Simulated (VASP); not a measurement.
# SnO2 (P4_2/mnm) in VASP: relaxation of the atoms with PBE

Aim: the relaxation of the atoms of SnO2 with PBE.

Everything below comes from runs of VASP 6.6.1. Logs are shortened: lines on timing, memory, paths and dates and some standing lists are left out, and cuts for length are marked.

## 1. The cell of the first run

It takes space group P4_2/mnm (No. 136, tetragonal). Conventional cell: a = 4.674 Å, b = 4.674 Å, c = 3.143 Å, α = 90.00°, β = 90.00°, γ = 90.00°. Within 2.7 Å of Sn (site symmetry mmm) lie 6 O at 2.02 to 2.03 Å. Within 2.7 Å of O (site symmetry m2m) lie 3 Sn at 2.02 to 2.03 Å and 1 O at 2.57 Å.

## 2. Relaxation of the atoms, PBE (11.45 Å³/atom)

The input, INCAR:

```
  ALGO = Normal
  EDIFF = 1E-6
  EDIFFG = -0.02
  ENCUT = 520
  GGA = PE
  IBRION = 2
  ISIF = 2
  ISMEAR = -1
  LASPH = T
  LCHARG = F
  LREAL = F
  LWAVE = F
  NELM = 80
  NSW = 80
  PREC = Accurate
  SIGMA = 0.02
```

The input, KPOINTS:

```
k-points
0
Gamma
  7 7 9
```

The input, POSCAR:

```
SnO2
1.0
    4.6739651233      0.0000000000      0.0000000000
    0.0000000000      4.6739651233      0.0000000000
    0.0000000000      0.0000000000      3.1434339099
Sn O
2 4
Direct
    0.0000000000      0.0000000000      0.0000000000
    0.5000000000      0.5000000000      0.5000000000
    0.3053957314      0.3053957314      0.0000000000
    0.1946042686      0.8053957314      0.5000000000
    0.6946042686      0.6946042686      0.0000000000
    0.8053957314      0.1946042686      0.5000000000
```

Potentials or basis: VASP PAW PBE potentials, release 64 (Sn_d, O).

Run with:

```bash
$ cat potpaw_PBE.64/Sn_d/POTCAR potpaw_PBE.64/O/POTCAR > POTCAR
$ mpirun -np 1 vasp_std > vasp.out
```

OUTCAR:

```text
EDIFF = 1E-6
   EDIFFG = -0.02
   ENCUT = 520
   GGA = PE
   IBRION = 2
   ISIF = 2
   ISMEAR = -1
   LASPH = T
   LREAL = F
   NELM = 80
   NSW = 80
   PREC = Accurate

 ion  position               nearest neighbor table
   1  0.000  0.000  0.000-   3 2.02   5 2.02   4 2.03   6 2.03   4 2.03   6 2.03   2 3.66   2 3.66
                             2 3.66   2 3.66   2 3.66   2 3.66   2 3.66   2 3.66
   2  0.500  0.500  0.500-   4 2.02   6 2.02   5 2.03   3 2.03   3 2.03   5 2.03   1 3.66   1 3.66
                             1 3.66   1 3.66   1 3.66   1 3.66   1 3.66   1 3.66
   3  0.305  0.305  0.000-   1 2.02   2 2.03   2 2.03
   4  0.195  0.805  0.500-   2 2.02   1 2.03   1 2.03
   5  0.695  0.695  0.000-   1 2.02   2 2.03   2 2.03
   6  0.805  0.195  0.500-   2 2.02   1 2.03   1 2.03

  LATTYP: Found a simple tetragonal cell.
 ALAT       =     4.6739651233
 C/A-ratio  =     0.6725411566

  Lattice vectors:

 A1 = (   4.6739651233,   0.0000000000,   0.0000000000)
 A2 = (   0.0000000000,   4.6739651233,   0.0000000000)
 A3 = (   0.0000000000,   0.0000000000,   3.1434339099)

Analysis of symmetry for initial positions (statically):
=====================================================================
 Subroutine PRICEL returns:
 Original cell was already a primitive cell.

 Routine SETGRP: Setting up the symmetry group for a
 simple tetragonal supercell.

 Subroutine GETGRP returns: Found 16 space group operations
 (whereof  8 operations were pure point group operations)
 out of a pool of 16 trial point group operations.

The static configuration has the point symmetry D_2h.
 The point group associated with its full space group is D_4h.

Analysis of symmetry for dynamics (positions and initial velocities):
=====================================================================
 Subroutine PRICEL returns:
 Original cell was already a primitive cell.

 Routine SETGRP: Setting up the symmetry group for a
 simple tetragonal supercell.

 Subroutine GETGRP returns: Found 16 space group operations
 (whereof  8 operations were pure point group operations)
 out of a pool of 16 trial point group operations.

The dynamic configuration has the point symmetry D_2h.
 The point group associated with its full space group is D_4h.

 Subroutine INISYM returns: Found 16 space group operations
 (whereof  8 operations are pure point group operations),
 and found     1 'primitive' translations

----------------------------------------------------------------------------------------

                                     Primitive cell

  volume of cell :      68.6713

  direct lattice vectors                    reciprocal lattice vectors
     4.673965123  0.000000000  0.000000000     0.213951104  0.000000000  0.000000000
     0.000000000  4.673965123  0.000000000     0.000000000  0.213951104  0.000000000
     0.000000000  0.000000000  3.143433910     0.000000000  0.000000000  0.318123437

  length of vectors
     4.673965123  4.673965123  3.143433910     0.213951104  0.213951104  0.318123437

  position of ions in fractional coordinates (direct lattice)
     0.000000000  0.000000000  0.000000000
     0.500000000  0.500000000  0.500000000
     0.305395731  0.305395731  0.000000000
     0.194604269  0.805395731  0.500000000
     0.694604269  0.694604269  0.000000000
     0.805395731  0.194604269  0.500000000

  ion indices of the primitive-cell ions
   primitive index   ion index
                 1           1
                 2           2
                 3           3
                 4           4
                 5           5
                 6           6

----------------------------------------------------------------------------------------

 KPOINTS: k-points

Automatic generation of k-mesh.
 Grid dimensions read from file:
 generate k-points for:    7    7    9

 Generating k-lattice:

  Cartesian coordinates                     Fractional coordinates (reciprocal lattice)
     0.030564443  0.000000000  0.000000000     0.142857143  0.000000000  0.000000000
     0.000000000  0.030564443  0.000000000     0.000000000  0.142857143  0.000000000
     0.000000000  0.000000000  0.035347049     0.000000000  0.000000000  0.111111111

  Length of vectors
     0.030564443  0.030564443  0.035347049

  Shift w.r.t. Gamma in fractional coordinates (k-lattice)
     0.000000000  0.000000000  0.000000000

 Subroutine IBZKPT returns following result:
 ===========================================

 Found     50 irreducible k-points:

 Following reciprocal coordinates:
            Coordinates               Weight
  0.000000  0.000000  0.000000      1.000000
  0.142857  0.000000  0.000000      4.000000
  0.285714  0.000000  0.000000      4.000000
  0.428571  0.000000  0.000000      4.000000
  0.142857  0.142857  0.000000      4.000000
  0.285714  0.142857  0.000000      8.000000
[... 16 lines left out ...]
  0.285714  0.000000  0.222222      8.000000
  0.428571  0.000000  0.222222      8.000000
 [... further k-points ...]
   k-points           NKPTS =     50   k-points in BZ     NKDIM =     50   number of bands    NBANDS=     31
   number of dos      NEDOS =    301   number of ions     NIONS =      6
   total plane-waves  NPLWV =  31104
   dimension x,y,z NGX =    36 NGY =   36 NGZ =   24
   dimension x,y,z NGXF=    72 NGYF=   72 NGZF=   48
   ions per type =               2   4
   NGX,Y,Z   is equivalent  to a cutoff of  12.80, 12.80, 12.69 a.u.
   NGXF,Y,Z  is equivalent  to a cutoff of  25.61, 25.61, 25.39 a.u.
 SYSTEM =  unknown system
   PREC   = accura    normal or accurate (medium, high low for compatibility)
   ISTART =      0    job   : 0-new  1-cont  2-samecut
   ICHARG =      2    charge: 1-file 2-atom 10-const
   ISPIN  =      1    spin polarized calculation?
   LNONCOLLINEAR =      F non collinear calculations
   LSORBIT =      F    spin-orbit coupling
   LASPH  =      T    aspherical Exc in radial PAW
   ENCUT  =  520.0 eV  38.22 Ry    6.18 a.u.   8.69  8.69  5.84*2*pi/ulx,y,z
   NELM   =     80;   NELMIN=  2; NELMDL= -5     # of ELM steps
   EDIFF  = 0.1E-05   stopping-criterion for ELM
   LREAL  =      F    real-space projection
   EDIFFG = -.2E-01   stopping-criterion for IOM
   NSW    =     80    number of steps for IOM
   IBRION =      2    ionic relax: 0-MD 1-quasi-New 2-CG
   NFREE  =      1    steps in history (QN), initial steepest desc. (CG)
   ISIF   =      2    stress and relaxation
   ISYM   =      2    0-nonsym 1-usesym 2-fastsym
   POTIM  = 0.5000    time-step for ionic-motion
   TEBEG  =    0.0;   TEEND  =   0.0 temperature during run
   PSTRESS=    0.0 pullay stress
   NELECT =      52.0000    total number of electrons
   NUPDOWN=      -1.0000    fix difference up-down
   EMIN   =  10.00;   EMAX   =-10.00  energy-range for DOS
   EFERMI =   0.00;   METHOD = LEGACY
   ISMEAR =    -1;   SIGMA  =   0.02  broadening in eV -4-tet -1-fermi 0-gaus
   EFERMI_NEDOS =   21; number of points for ismear=-14 and -15
   IALGO  =     38    algorithm
   IMIX   =      4    mixing-type and parameters
     AMIX     =   0.40;   BMIX     =  1.00
     AMIX_MAG =   1.60;   BMIX_MAG =  1.00
  volume/ion in A,a.u.               =      11.45        77.24
  Fermi-wavevector in a.u.,A,eV,Ry     =   1.492167  2.819787 30.294233  2.226563
  Thomas-Fermi vector in A             =   2.604730
   LORBIT       =      0    0 simple, 1 ext, 2 COOP (PROOUT), +10 PAW based schemes
   GGA     = PE    functional components
   LHFCALC =     F    Hartree Fock is set to
   AEXX    =    0.0000 exact exchange contribution
   IVDW    =     0    specifies the selected vdW correction
   LEPSILON=     F    determine dielectric tensor
   LRPA    =     F    only Hartree local field effects (RPA)
 conjugate gradient relaxation of ions
 non-spin polarized calculation
  energy-cutoff  :      520.00
  volume of cell :       68.67
 maximum number of plane-waves:      1883
 NGX is ok and might be reduce to    36
   NGX = 17   NGY = 17   NGZ = 11

--------------------------------------- Ionic step        1  -------------------------------------------

 number of electron      51.9999979 magnetization

 Free energy of the ion-electron system (eV)
  ---------------------------------------------------
  ext. energy  EPLUGINS =         0.00000000
  ---------------------------------------------------
  free energy    TOTEN  =       -36.86790953 eV

  energy without entropy =      -36.86790953  energy(sigma->0) =      -36.86790953

------------------------ aborting loop because EDIFF is reached ----------------------------------------

  FORCE on cell =-STRESS in cart. coord.  units (eV):
  Direction    XX          YY          ZZ          XY          YZ          ZX
  --------------------------------------------------------------------------------------
  -------------------------------------------------------------------------------------
  Total        8.6434336      8.6434336     10.9218112      0.0000000      0.0000000      0.0000000
  in kB      201.6608585    201.6608585    254.8179272      0.0000000      0.0000000      0.0000000
  external PRESSURE =     219.3798814 kB  Pullay stress =       0.0000000 kB

 VOLUME and BASIS-vectors are now :
 -----------------------------------------------------------------------------
  energy-cutoff  :      520.00
  volume of cell :       68.67
      direct lattice vectors                 reciprocal lattice vectors
     4.673965123  0.000000000  0.000000000     0.213951104  0.000000000  0.000000000
     0.000000000  4.673965123  0.000000000     0.000000000  0.213951104  0.000000000
     0.000000000  0.000000000  3.143433910     0.000000000  0.000000000  0.318123437
[... 41 lines left out ...]
 POSITION                                       TOTAL-FORCE (eV/Angst)
 -----------------------------------------------------------------------------------
      0.00000      4.67397      0.00000         0.000000      0.000000     -0.000000
      2.33698      2.33698      1.57172         0.000000      0.000000     -0.000000
      1.42193      1.42193      0.00000         0.038809      0.038809      0.000000
      0.91506      3.75891      1.57172        -0.038809      0.038809     -0.000000
      3.25204      3.25204      3.14343        -0.038809     -0.038809     -0.000000
      3.75891      0.91506      1.57172         0.038809     -0.038809     -0.000000
 -----------------------------------------------------------------------------------
    total drift:                               -0.000000      0.000000      0.000000

  FREE ENERGIE OF THE ION-ELECTRON SYSTEM (eV)
  ---------------------------------------------------
  free  energy   TOTEN  =       -36.8695366072 eV

  energy  without entropy=      -36.8695366072  energy(sigma->0) =      -36.86953661

--------------------------------------- Ionic step        3  -------------------------------------------

 number of electron      51.9999978 magnetization

 Free energy of the ion-electron system (eV)
  ---------------------------------------------------
  ext. energy  EPLUGINS =         0.00000000
  ---------------------------------------------------
  free energy    TOTEN  =       -36.86975716 eV

  energy without entropy =      -36.86975716  energy(sigma->0) =      -36.86975716

 E-fermi :   7.0494     XC(G=0): -11.4802

 val. band max:        6.6405080751   @ k =   0.0000   0.0000   0.0000
 cond. band min:       8.3468105167   @ k =   0.0000   0.0000   0.0000
 fundamental gap:      1.7063024416
 Fermi energy:         7.0493546713

 k-point     1 :       0.0000    0.0000    0.0000
  band No.  band energies     occupation
      1     -14.5627      2.00000
      2     -13.6594      2.00000
      3     -13.3332      2.00000
      4     -13.3029      2.00000
      5     -13.3029      2.00000
      6     -13.2707      2.00000
[... 805 lines left out ...]
     30      15.4898      0.00000
     31      16.4583      0.00000

 [... further k-points ...]
[... 5 lines left out ...]
  --------------------------------------------------------------------------------------
  -------------------------------------------------------------------------------------
  Total        8.6444804      8.6444804     10.6641039     -0.0000000      0.0000000      0.0000000
  in kB      201.6852815    201.6852815    248.8053314     -0.0000000      0.0000000      0.0000000
  external PRESSURE =     217.3919648 kB  Pullay stress =       0.0000000 kB

 VOLUME and BASIS-vectors are now :
 -----------------------------------------------------------------------------
  energy-cutoff  :      520.00
  volume of cell :       68.67
      direct lattice vectors                 reciprocal lattice vectors
     4.673965123  0.000000000  0.000000000     0.213951104  0.000000000  0.000000000
     0.000000000  4.673965123  0.000000000     0.000000000  0.213951104  0.000000000
     0.000000000  0.000000000  3.143433910     0.000000000  0.000000000  0.318123437

 POSITION                                       TOTAL-FORCE (eV/Angst)
 -----------------------------------------------------------------------------------
      0.00000      0.00000      0.00000         0.000000      0.000000     -0.000000
      2.33698      2.33698      1.57172         0.000000      0.000000     -0.000000
      1.42334      1.42334      0.00000         0.000007      0.000007      0.000000
      0.91365      3.76032      1.57172        -0.000007      0.000007      0.000000
      3.25063      3.25063      0.00000        -0.000007     -0.000007     -0.000000
      3.76032      0.91365      1.57172         0.000007     -0.000007     -0.000000
 -----------------------------------------------------------------------------------
    total drift:                                0.000000     -0.000000      0.000000

  FREE ENERGIE OF THE ION-ELECTRON SYSTEM (eV)
  ---------------------------------------------------
  free  energy   TOTEN  =       -36.8697571569 eV

  energy  without entropy=      -36.8697571569  energy(sigma->0) =      -36.86975716

 reached required accuracy - stopping structural energy minimisation
```

It took 3.3 min on 1 thread of Oxide Virtual Turin-like, shared host; peak memory 0.2 GiB.

What came out:

| Quantity | Value |
| --- | --- |
| Free energy | -36.8698 eV |
| Energy gained by relaxing | 0.3 meV/atom |
| Ionic steps | 3 |
| Pressure after relaxing | 21.7 GPa |
| Band gap on the k mesh | 1.71 eV |

Stress tensor (GPa, compression positive):
```
20.17  0.00  0.00
 0.00 20.17  0.00
 0.00  0.00 24.88
```

Step by step:
```tsv
step	energy change (eV)	largest force (eV/Å)	pressure (GPa)
1	0.0000	0.1607	21.94
2	-0.0016	0.0549	21.68
3	-0.0018	0.0000	21.74
```

Final structure:
```
Sn O
1.0
     4.67397    0.00000    0.00000
     0.00000    4.67397    0.00000
     0.00000    0.00000    3.14343
Sn O
2 4
Direct
  0.00000 0.00000 0.00000
  0.50000 0.50000 0.50000
  0.30452 0.30452 0.00000
  0.19548 0.80452 0.50000
  0.69548 0.69548 0.00000
  0.80452 0.19548 0.50000
```

Caveat: spin-orbit coupling is left out, which moves the levels of the heavy elements.
